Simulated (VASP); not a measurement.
# P (Fm-3m) in VASP: a series of runs

P is run at these levels: PBEsol; tasks: single point.

Everything below comes from runs of VASP 6.6.1. Logs are shortened: lines on timing, memory, paths and dates and some standing lists are left out, and cuts for length are marked.

### Step 1. The cell of the first run

The structure is cubic, space group Fm-3m (No. 225). Conventional cell: a = 3.821 Å, b = 3.821 Å, c = 3.821 Å, α = 90.00°, β = 90.00°, γ = 90.00°. Within 3.6 Å of P (site symmetry m-3m) lie 12 P at 2.70 Å.

### Step 2. Single point, PBEsol

File INCAR:

```
SYSTEM = P
ALGO = Normal ; EDIFF = 1E-7
ENCUT = 520 ; GGA = PS
ISIF = 2 ; ISMEAR = -1
LASPH = .True. ; LCHARG = .False.
LREAL = .False. ; LWAVE = .False.
NBANDS = 8 ; NELM = 100
PREC = Accurate ; SIGMA = 0.1
```

File KPOINTS:

```
k-points
0
Gamma
  14 14 14
  0 0 0
```

File POSCAR:

```
P
1.0
    0.0000000000      1.9103657965      1.9103657965
    1.9103657965      0.0000000000      1.9103657965
    1.9103657965      1.9103657965      0.0000000000
P
1
Direct
    0.0000000000      0.0000000000      0.0000000000
```

Potentials or basis: VASP PAW PBE potentials, release 64 (P).

Launch:

```
$ cat potpaw_PBE.64/P/POTCAR > POTCAR
$ mpirun -np 1 vasp_std > vasp.out
```

OUTCAR:

```text
SYSTEM = P
   EDIFF = 1E-7
   ENCUT = 520
   GGA = PS
   ISIF = 2
   ISMEAR = -1
   LASPH = .True.
   LREAL = .False.
   NELM = 100
   PREC = Accurate

 ion  position               nearest neighbor table
   1  0.000  0.000  0.000-

  LATTYP: Found a face centered cubic cell.
 ALAT       =     3.8207315930

  Lattice vectors:

 A1 = (   0.0000000000,   1.9103657965,   1.9103657965)
 A2 = (   1.9103657965,   0.0000000000,   1.9103657965)
 A3 = (   1.9103657965,   1.9103657965,   0.0000000000)

Analysis of symmetry for initial positions (statically):
=====================================================================
 Subroutine PRICEL returns:
 Original cell was already a primitive cell.

 Routine SETGRP: Setting up the symmetry group for a
 face centered cubic supercell.

 Subroutine GETGRP returns: Found 48 space group operations
 (whereof 48 operations were pure point group operations)
 out of a pool of 48 trial point group operations.

The static configuration has the point symmetry O_h .

Analysis of symmetry for dynamics (positions and initial velocities):
=====================================================================
 Subroutine PRICEL returns:
 Original cell was already a primitive cell.

 Routine SETGRP: Setting up the symmetry group for a
 face centered cubic supercell.

 Subroutine GETGRP returns: Found 48 space group operations
 (whereof 48 operations were pure point group operations)
 out of a pool of 48 trial point group operations.

The dynamic configuration has the point symmetry O_h .

 Subroutine INISYM returns: Found 48 space group operations
 (whereof 48 operations are pure point group operations),
 and found     1 'primitive' translations

----------------------------------------------------------------------------------------

                                     Primitive cell

  volume of cell :      13.9438

  direct lattice vectors                    reciprocal lattice vectors
     0.000000000  1.910365797  1.910365797    -0.261729979  0.261729979  0.261729979
     1.910365797  0.000000000  1.910365797     0.261729979 -0.261729979  0.261729979
     1.910365797  1.910365797  0.000000000     0.261729979  0.261729979 -0.261729979

  length of vectors
     2.701665219  2.701665219  2.701665219     0.453329622  0.453329622  0.453329622

  position of ions in fractional coordinates (direct lattice)
[... 71 lines left out ...]
   ISPIN  =      1    spin polarized calculation?
   LNONCOLLINEAR =      F non collinear calculations
   LSORBIT =      F    spin-orbit coupling
   LASPH  =      T    aspherical Exc in radial PAW
   ENCUT  =  520.0 eV  38.22 Ry    6.18 a.u.   5.02  5.02  5.02*2*pi/ulx,y,z
   NELM   =    100;   NELMIN=  2; NELMDL= -5     # of ELM steps
   EDIFF  = 0.1E-06   stopping-criterion for ELM
   LREAL  =      F    real-space projection
   EDIFFG = 0.1E-05   stopping-criterion for IOM
   NSW    =      0    number of steps for IOM
   IBRION =     -1    ionic relax: 0-MD 1-quasi-New 2-CG
   NFREE  =      0    steps in history (QN), initial steepest desc. (CG)
   ISIF   =      2    stress and relaxation
   ISYM   =      2    0-nonsym 1-usesym 2-fastsym
   POTIM  = 0.5000    time-step for ionic-motion
   TEBEG  =    0.0;   TEEND  =   0.0 temperature during run
   PSTRESS=    0.0 pullay stress
   NELECT =       5.0000    total number of electrons
   NUPDOWN=      -1.0000    fix difference up-down
   EMIN   =  10.00;   EMAX   =-10.00  energy-range for DOS
   EFERMI =   0.00;   METHOD = LEGACY
   ISMEAR =    -1;   SIGMA  =   0.10  broadening in eV -4-tet -1-fermi 0-gaus
   EFERMI_NEDOS =   21; number of points for ismear=-14 and -15
   IALGO  =     38    algorithm
   IMIX   =      4    mixing-type and parameters
     AMIX     =   0.40;   BMIX     =  1.00
     AMIX_MAG =   1.60;   BMIX_MAG =  1.00
  volume/ion in A,a.u.               =      13.94        94.10
  Fermi-wavevector in a.u.,A,eV,Ry     =   1.163068  2.197879 18.404959  1.352726
  Thomas-Fermi vector in A             =   2.299622
   LORBIT       =      0    0 simple, 1 ext, 2 COOP (PROOUT), +10 PAW based schemes
   GGA     = PS    functional components
   LHFCALC =     F    Hartree Fock is set to
   AEXX    =    0.0000 exact exchange contribution
   IVDW    =     0    specifies the selected vdW correction
   LEPSILON=     F    determine dielectric tensor
   LRPA    =     F    only Hartree local field effects (RPA)
 non-spin polarized calculation
  energy-cutoff  :      520.00
  volume of cell :       13.94
 maximum number of plane-waves:       388
   NGX =  9   NGY =  9   NGZ =  9

 number of electron       4.9999999 magnetization

 Free energy of the ion-electron system (eV)
  ---------------------------------------------------
  ext. energy  EPLUGINS =         0.00000000
  ---------------------------------------------------
  free energy    TOTEN  =        -5.05307287 eV

  energy without entropy =       -5.03105548  energy(sigma->0) =       -5.04206417

 E-fermi :  10.3735     XC(G=0): -11.7306

 val. band max:       10.3701035144   @ k =   0.5000   0.2143   0.0000
 cond. band min:      10.3820738232   @ k =   0.5000   0.4286   0.0714
 fundamental gap:      0.0119703088
 Fermi energy:        10.3735331816

 k-point     1 :       0.0000    0.0000    0.0000
  band No.  band energies     occupation
      1      -6.4390      2.00000
      2      17.5427      0.00000
      3      17.5427      0.00000
      4      17.5427      0.00000
      5      21.8940      0.00000
      6      21.8940      0.00000
      7      21.8940      0.00000
      8      28.2812      0.00000
[... 243 lines left out ...]
 k-point    24 :       0.2857    0.1429    0.0000
  band No.  band energies     occupation
      1      -4.2905      2.00000
      2      10.3211      1.25654
      3      14.0469      0.00000
      4      14.7337      0.00000
      5      19.3113      0.00000
      6      21.9382      0.00000
      7      25.8705      0.00000
      8      26.1516      0.00000

 [... further k-points ...]
[... 5 lines left out ...]
  --------------------------------------------------------------------------------------
  -------------------------------------------------------------------------------------
  Total        0.0101429      0.0101429      0.0101429     -0.0000000     -0.0000000     -0.0000000
  in kB        1.1654523      1.1654523      1.1654523     -0.0000000     -0.0000000     -0.0000000
  external PRESSURE =       1.1654523 kB  Pullay stress =       0.0000000 kB

 VOLUME and BASIS-vectors are now :
 -----------------------------------------------------------------------------
  energy-cutoff  :      520.00
  volume of cell :       13.94
      direct lattice vectors                 reciprocal lattice vectors
     0.000000000  1.910365797  1.910365797    -0.261729979  0.261729979  0.261729979
     1.910365797  0.000000000  1.910365797     0.261729979 -0.261729979  0.261729979
     1.910365797  1.910365797  0.000000000     0.261729979  0.261729979 -0.261729979

 POSITION                                       TOTAL-FORCE (eV/Angst)
 -----------------------------------------------------------------------------------
      0.00000      0.00000      0.00000        -0.000000      0.000000     -0.000000
 -----------------------------------------------------------------------------------
    total drift:                                0.000000      0.000000     -0.000000

  FREE ENERGIE OF THE ION-ELECTRON SYSTEM (eV)
  ---------------------------------------------------
  free  energy   TOTEN  =        -5.0530728702 eV

  energy  without entropy=       -5.0310554774  energy(sigma->0) =       -5.04206417
```

OSZICAR:

```text
N       E                     dE             d eps       ncg     rms          rms(c)
DAV:   1     0.220450813471E+00    0.22045E+00   -0.21889E+03  1768   0.453E+02
DAV:   2    -0.502278276911E+01   -0.52432E+01   -0.49041E+01  2568   0.455E+01
DAV:   3    -0.506596355207E+01   -0.43181E-01   -0.43070E-01  1784   0.467E+00
DAV:   4    -0.506602173058E+01   -0.58179E-04   -0.58178E-04  2816   0.189E-01
DAV:   5    -0.506602173865E+01   -0.80688E-08   -0.83397E-08  1840   0.130E-03    0.428E+00
DAV:   6    -0.505686493493E+01    0.91568E-02   -0.59389E-03  1896   0.386E-01    0.248E+00
DAV:   7    -0.505308969830E+01    0.37752E-02   -0.96298E-03  1840   0.495E-01    0.129E-01
DAV:   8    -0.505307321917E+01    0.16479E-04   -0.80600E-05  2408   0.578E-02    0.203E-02
DAV:   9    -0.505307302802E+01    0.19116E-06   -0.57246E-07  2288   0.666E-03    0.450E-03
DAV:  10    -0.505307282416E+01    0.20386E-06   -0.63369E-08  1728   0.149E-03    0.951E-04
DAV:  11    -0.505307287023E+01   -0.46075E-07   -0.22463E-09  1128   0.317E-04
   1 F= -.50530729E+01 E0= -.50420642E+01  d E =-.220174E-01
```

stdout:

```text
POSCAR found type information on POSCAR P
 POSCAR found :  1 types and       1 ions
 scaLAPACK will be used
 -----------------------------------------------------------------------------
|                                                                             |
|                                                                             |
|     You enforced a specific xc type in the INCAR file but a different       |
|     I HOPE YOU KNOW WHAT YOU ARE DOING!                                     |
|                                                                             |
 -----------------------------------------------------------------------------

 LDA part: xc-table for (Slater+PW92), standard interpolation
 POSCAR, INCAR and KPOINTS ok, starting setup
 FFT: planning ... GRIDC
 FFT: planning ... GRID_SOFT
 FFT: planning ... GRID
 WAVECAR not read
 entering main loop
```

Run time: 4.5 s. Hardware: 1 thread of Intel Xeon 6975P-C, shared host; peak memory 0.12 GiB.

What came out:

```
Free energy : -5.0531 eV
Pressure    : 0.1 GPa
```

Levels at points of the mesh, in eV from the Fermi level:
```csv
k point,band 1,band 2,band 3,band 4,band 5
"(0.00, 0.00, 0.00)",-16.81,7.17,7.17,7.17,11.52
"(0.50, 0.00, 0.00)",-10.66,-8.43,5.07,5.07,10.53
"(0.50, 0.50, 0.00)",-7.87,-7.03,0.70,0.70,4.20
```

Caveat: the PAW data sets were made with another functional, which shifts forces and pressure a little.

### Step 3. Single point, PBEsol (volume scaled by 0.88)

File INCAR:

```
  PREC = Accurate
  ENCUT = 520
  EDIFF = 1E-6
  ISMEAR = -1
  SIGMA = 0.1
  LREAL = F
  LASPH = T
  NELM = 60
  ALGO = Normal
  ISIF = 2
  LWAVE = F
  LCHARG = F
  GGA = PS
  NBANDS = 8
```

File KPOINTS:

```
regular mesh
0
Gamma
  16 16 16
```

File POSCAR:

```
P
1.0
    0.0000000000      1.8306729223      1.8306729223
    1.8306729223      0.0000000000      1.8306729223
    1.8306729223      1.8306729223      0.0000000000
P
1
Direct
    0.0000000000      0.0000000000      0.0000000000
```

Potentials or basis: VASP PAW PBE potentials, release 64 (P).

Launch:

```
$ cat potpaw_PBE.64/P/POTCAR > POTCAR
$ mpirun -np 1 vasp_std > vasp.out
```

Wall time 6.8 s (1 thread of Intel Xeon 6975P-C, shared host); peak memory 0.12 GiB.

Results (log left out):

```yaml
Free_energy: -4.9653 eV
Pressure: 17.9 GPa
```

Levels at points of the mesh, in eV from the Fermi level:
```tsv
k point	band 1	band 2	band 3	band 4	band 5
(0.00, 0.00, 0.00)	-18.26	8.48	8.48	8.48	11.81
(0.50, 0.00, 0.00)	-11.17	-9.55	6.01	6.01	10.71
(0.50, 0.50, 0.00)	-7.94	-7.92	0.85	0.85	3.74
```

Caveat: the PAW data sets were made with another functional, which shifts forces and pressure a little.
